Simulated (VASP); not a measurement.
# CoO (R-3m) in VASP: notebook

Runs on CoO. Level: PBE. Tasks: single point.

Everything below comes from runs of VASP 6.6.1. Logs are shortened: lines on timing, memory, paths and dates and some standing lists are left out, and cuts for length are marked.

**1. The cell of the first run**

The structure is trigonal, space group R-3m (No. 166). Conventional cell: a = 3.011 Å, b = 3.011 Å, c = 7.320 Å, α = 90.00°, β = 90.00°, γ = 120.00°. Within 2.8 Å of Co (site symmetry -3m) lie 6 O at 2.12 Å. Within 2.8 Å of O (site symmetry -3m) lie 6 Co at 2.12 Å.

**2. Single point, PBE, collinear spin, ferromagnetic start**

The input, INCAR:

```
SYSTEM = CoO
ALGO     = Normal         ! electronic algorithm
EDIFF    = 1E-6           ! SCF threshold, eV
ENCUT    = 520            ! plane-wave cutoff, eV
GGA      = PE             ! functional
ISIF     = 2              ! what is computed and relaxed
ISMEAR   = -1             ! smearing method
ISPIN    = 2              ! spin polarisation
LASPH    = .TRUE.         ! aspherical terms in the spheres
LCHARG   = .FALSE.        ! write CHGCAR
LMAXMIX  = 4              ! l up to which the mixer works
LORBIT   = 11             ! projections on sites
LREAL    = .FALSE.        ! projectors in reciprocal space
LWAVE    = .FALSE.        ! write WAVECAR
MAGMOM   = 1 0            ! initial moments
NBANDS   = 18             ! bands
NELM     = 150            ! most SCF steps
NUPDOWN  = 1.0            ! fixed moment
PREC     = Accurate       ! precision mode
SIGMA    = 0.05           ! smearing width, eV
```

The input, KPOINTS:

```
k-points
0
G
  9 9 9
  0 0 0
```

The input, POSCAR:

```
CoO
1.0
    1.5054695445      0.8691832468      2.4399269062
   -1.5054695445      0.8691832468      2.4399269062
    0.0000000000     -1.7383664936      2.4399269062
Co O
1 1
Direct
    0.0000000000      0.0000000000      0.0000000000
    0.5000000000      0.5000000000      0.5000000000
```

Potentials or basis: VASP PAW PBE potentials, release 64 (Co, O).

Command:

```
$ cat potpaw_PBE.64/Co/POTCAR potpaw_PBE.64/O/POTCAR > POTCAR
$ mpirun -np 1 vasp_std > vasp.out
```

OUTCAR:

```text
SYSTEM = CoO
   EDIFF = 1E-6
   ENCUT = 520
   GGA = PE
   ISIF = 2
   ISMEAR = -1
   ISPIN = 2
   LASPH = .TRUE.
   LORBIT = 11
   LREAL = .FALSE.
   NELM = 150
   NUPDOWN = 1.0
   PREC = Accurate

 ion  position               nearest neighbor table
   1  0.000  0.000  0.000-   2 2.12   2 2.12   2 2.12   2 2.12   2 2.12   2 2.12
   2  0.500  0.500  0.500-   1 2.12   1 2.12   1 2.12   1 2.12   1 2.12   1 2.12

  LATTYP: Found a trigonal (rhomboedric) cell.
 ALAT       =     2.9958573687
 COS(alpha) =     0.4949531368

  Lattice vectors:

 A1 = (   1.5054695445,   0.8691832468,   2.4399269062)
 A2 = (  -1.5054695445,   0.8691832468,   2.4399269062)
 A3 = (   0.0000000000,  -1.7383664936,   2.4399269062)

Analysis of symmetry for initial positions (statically):
=====================================================================
 Subroutine PRICEL returns:
 Original cell was already a primitive cell.

 Routine SETGRP: Setting up the symmetry group for a
 trigonal (rhombohedral) supercell.

 Subroutine GETGRP returns: Found 12 space group operations
 (whereof 12 operations were pure point group operations)
 out of a pool of 12 trial point group operations.

The static configuration has the point symmetry D_3d.

Analysis of symmetry for dynamics (positions and initial velocities):
=====================================================================
 Subroutine PRICEL returns:
 Original cell was already a primitive cell.

 Routine SETGRP: Setting up the symmetry group for a
 trigonal (rhombohedral) supercell.

 Subroutine GETGRP returns: Found 12 space group operations
 (whereof 12 operations were pure point group operations)
 out of a pool of 12 trial point group operations.

The dynamic configuration has the point symmetry D_3d.

Analysis of structural, dynamic, and magnetic symmetry:
=====================================================================
 Subroutine PRICEL returns:
 Original cell was already a primitive cell.

 Routine SETGRP: Setting up the symmetry group for a
 trigonal (rhombohedral) supercell.

 Subroutine GETGRP returns: Found 12 space group operations
 (whereof 12 operations were pure point group operations)
 out of a pool of 12 trial point group operations.

The overall configuration has the point symmetry D_3d.

 Subroutine INISYM returns: Found 12 space group operations
 (whereof 12 operations are pure point group operations),
 and found     1 'primitive' translations

----------------------------------------------------------------------------------------

                                     Primitive cell

  volume of cell :      19.1563

  direct lattice vectors                    reciprocal lattice vectors
     1.505469544  0.869183247  2.439926906     0.332122295  0.191750896  0.136616114
    -1.505469544  0.869183247  2.439926906    -0.332122295  0.191750896  0.136616114
     0.000000000 -1.738366494  2.439926906     0.000000000 -0.383501793  0.136616114

  length of vectors
     2.995857369  2.995857369  2.995857369     0.407108816  0.407108816  0.407108816

  position of ions in fractional coordinates (direct lattice)
     0.000000000  0.000000000  0.000000000
     0.500000000  0.500000000  0.500000000

  ion indices of the primitive-cell ions
   primitive index   ion index
                 1           1
                 2           2

----------------------------------------------------------------------------------------

 KPOINTS: k-points

Automatic generation of k-mesh.
 Grid dimensions read from file:
 generate k-points for:    9    9    9

 Generating k-lattice:

  Cartesian coordinates                     Fractional coordinates (reciprocal lattice)
     0.036902477  0.021305655  0.015179568     0.111111111  0.000000000  0.000000000
    -0.036902477  0.021305655  0.015179568     0.000000000  0.111111111  0.000000000
     0.000000000 -0.042611310  0.015179568     0.000000000  0.000000000  0.111111111

  Length of vectors
     0.045234313  0.045234313  0.045234313

  Shift w.r.t. Gamma in fractional coordinates (k-lattice)
     0.000000000  0.000000000  0.000000000

 Subroutine IBZKPT returns following result:
 ===========================================

 Found     85 irreducible k-points:

 Following reciprocal coordinates:
            Coordinates               Weight
  0.000000  0.000000  0.000000      1.000000
  0.111111  0.000000 -0.000000      6.000000
  0.222222  0.000000  0.000000      6.000000
  0.333333  0.000000  0.000000      6.000000
  0.444444  0.000000  0.000000      6.000000
  0.111111  0.111111 -0.000000      6.000000
[... 16 lines left out ...]
 -0.333333  0.333333  0.000000      6.000000
  0.444444  0.444444  0.000000      6.000000
 [... further k-points ...]
   k-points           NKPTS =     85   k-points in BZ     NKDIM =     85   number of bands    NBANDS=     18
   number of dos      NEDOS =    301   number of ions     NIONS =      2
   total plane-waves  NPLWV =  13824
   dimension x,y,z NGX =    24 NGY =   24 NGZ =   24
   dimension x,y,z NGXF=    48 NGYF=   48 NGZF=   48
   ions per type =               1   1
   NGX,Y,Z   is equivalent  to a cutoff of  13.32, 13.32, 13.32 a.u.
   NGXF,Y,Z  is equivalent  to a cutoff of  26.64, 26.64, 26.64 a.u.
 SYSTEM =  CoO
   PREC   = accura    normal or accurate (medium, high low for compatibility)
   ISTART =      0    job   : 0-new  1-cont  2-samecut
   ICHARG =      2    charge: 1-file 2-atom 10-const
   ISPIN  =      2    spin polarized calculation?
   LNONCOLLINEAR =      F non collinear calculations
   LSORBIT =      F    spin-orbit coupling
   LASPH  =      T    aspherical Exc in radial PAW
   ENCUT  =  520.0 eV  38.22 Ry    6.18 a.u.   5.57  5.57  5.57*2*pi/ulx,y,z
   NELM   =    150;   NELMIN=  2; NELMDL= -5     # of ELM steps
   EDIFF  = 0.1E-05   stopping-criterion for ELM
   LREAL  =      F    real-space projection
   EDIFFG = 0.1E-04   stopping-criterion for IOM
   NSW    =      0    number of steps for IOM
   IBRION =     -1    ionic relax: 0-MD 1-quasi-New 2-CG
   NFREE  =      0    steps in history (QN), initial steepest desc. (CG)
   ISIF   =      2    stress and relaxation
   ISYM   =      2    0-nonsym 1-usesym 2-fastsym
   POTIM  = 0.5000    time-step for ionic-motion
   TEBEG  =    0.0;   TEEND  =   0.0 temperature during run
   PSTRESS=    0.0 pullay stress
   NELECT =      15.0000    total number of electrons
   NUPDOWN=       1.0000    fix difference up-down
   EMIN   =  10.00;   EMAX   =-10.00  energy-range for DOS
   EFERMI =   0.00;   METHOD = LEGACY
   ISMEAR =    -1;   SIGMA  =   0.05  broadening in eV -4-tet -1-fermi 0-gaus
   EFERMI_NEDOS =   21; number of points for ismear=-14 and -15
   IALGO  =     38    algorithm
   IMIX   =      4    mixing-type and parameters
     AMIX     =   0.40;   BMIX     =  1.00
     AMIX_MAG =   1.60;   BMIX_MAG =  1.00
  volume/ion in A,a.u.               =       9.58        64.64
  Fermi-wavevector in a.u.,A,eV,Ry     =   1.508927  2.851458 30.978555  2.276860
  Thomas-Fermi vector in A             =   2.619316
   LORBIT       =     11    0 simple, 1 ext, 2 COOP (PROOUT), +10 PAW based schemes
   GGA     = PE    functional components
   LHFCALC =     F    Hartree Fock is set to
   AEXX    =    0.0000 exact exchange contribution
   IVDW    =     0    specifies the selected vdW correction
   LEPSILON=     F    determine dielectric tensor
   LRPA    =     F    only Hartree local field effects (RPA)
 spin polarized calculation
  energy-cutoff  :      520.00
  volume of cell :       19.16
 maximum number of plane-waves:       534
 NGX is ok and might be reduce to    24
   NGX = 11   NGY = 11   NGZ = 11

 number of electron      15.0000006 magnetization       0.9999999

 Free energy of the ion-electron system (eV)
  ---------------------------------------------------
  ext. energy  EPLUGINS =         0.00000000
  ---------------------------------------------------
  free energy    TOTEN  =       -12.77616479 eV

  energy without entropy =      -12.75883178  energy(sigma->0) =      -12.76749828

 E-fermi :   8.0042     XC(G=0): -12.4634

 val. band max:        7.9196884222   @ k =   0.2222   0.2222   0.0000
 cond. band min:       7.6052701743   @ k =  -0.2222   0.2222   0.2222
 fundamental gap:     -0.3144182479
 Fermi energy:         7.5694586504

 spin component 1

 k-point     1 :       0.0000    0.0000    0.0000
  band No.  band energies     occupation
      1     -12.4632      1.00000
      2       4.5894      1.00000
      3       4.5894      1.00000
      4       4.6380      1.00000
      5       5.9135      1.00000
      6       5.9135      1.00000
[... 10 lines left out ...]
     17      30.1172      0.00000
     18      33.2635      0.00000
[... 463 lines left out ...]
 k-point    24 :       0.4444    0.4444    0.0000
  band No.  band energies     occupation
      1     -11.2566      1.00000
      2       1.0044      1.00000
      3       3.4136      1.00000
      4       3.4664      1.00000
      5       5.1551      1.00000
      6       6.2940      1.00000
[... 10 lines left out ...]
     17      39.4839      0.00000
     18      39.5235      0.00000

 [... further k-points ...]

 spin component 2

 k-point     1 :       0.0000    0.0000    0.0000
  band No.  band energies     occupation
      1     -12.4777      1.00000
      2       4.5601      1.00000
      3       4.5601      1.00000
      4       4.6063      1.00000
      5       6.6514      1.00000
      6       6.6514      1.00000
[... 10 lines left out ...]
     17      30.5126      0.00000
     18      33.7361      0.00000
[... 463 lines left out ...]
 k-point    24 :       0.4444    0.4444    0.0000
  band No.  band energies     occupation
      1     -11.2705      1.00000
      2       1.0444      1.00000
      3       3.4091      1.00000
      4       3.4602      1.00000
      5       5.6010      1.00000
      6       7.8751      0.92979
[... 10 lines left out ...]
     17      39.4823      0.00000
     18      39.5203      0.00000

 [... further k-points ...]
[... 5 lines left out ...]
  --------------------------------------------------------------------------------------
  -------------------------------------------------------------------------------------
  Total       -1.7281023     -1.7281023     -1.6605371      0.0000000     -0.0000000      0.0000000
  in kB     -144.5335378   -144.5335378   -138.8825793      0.0000000     -0.0000000      0.0000000
  external PRESSURE =    -142.6498850 kB  Pullay stress =       0.0000000 kB

 VOLUME and BASIS-vectors are now :
 -----------------------------------------------------------------------------
  energy-cutoff  :      520.00
  volume of cell :       19.16
      direct lattice vectors                 reciprocal lattice vectors
     1.505469544  0.869183247  2.439926906     0.332122295  0.191750896  0.136616114
    -1.505469544  0.869183247  2.439926906    -0.332122295  0.191750896  0.136616114
     0.000000000 -1.738366494  2.439926906     0.000000000 -0.383501793  0.136616114

 POSITION                                       TOTAL-FORCE (eV/Angst)
 -----------------------------------------------------------------------------------
      0.00000      0.00000      0.00000        -0.000000     -0.000000     -0.000000
      0.00000      0.00000      3.65989         0.000000      0.000000      0.000000
 -----------------------------------------------------------------------------------
    total drift:                               -0.000000      0.000000     -0.000000

  FREE ENERGIE OF THE ION-ELECTRON SYSTEM (eV)
  ---------------------------------------------------
  free  energy   TOTEN  =       -12.7761647887 eV

  energy  without entropy=      -12.7588317762  energy(sigma->0) =      -12.76749828

 total charge

# of ion       s       p       d       tot
------------------------------------------
    1        0.279   0.333   7.292   7.903
    2        1.560   3.373   0.000   4.933
--------------------------------------------------
tot          1.838   3.706   7.292  12.836

 magnetization (x)

# of ion       s       p       d       tot
------------------------------------------
    1        0.015   0.008   0.993   1.016
    2        0.017  -0.047   0.000  -0.030
--------------------------------------------------
tot          0.032  -0.039   0.993   0.986
```

Run time: 43 s. Hardware: 1 thread of Intel Xeon Platinum 8488C (Sapphire Rapids), shared host; peak memory 0.18 GiB.

What came out:

```
Free energy                                           : -12.7762 eV
Pressure                                              : -14.3 GPa
Net moment                                            : 1.00 μB per cell
Site moments                                          : Co +1.02; O -0.03 μB
Valence electrons inside the program's atomic spheres : Co 7.90; O 4.93
```

Caveat: the total moment is fixed, so each spin has its own Fermi level; a cell with one magnetic atom can't hold antiferromagnetic order, which such compounds often take.

[end of part 1 of 2]
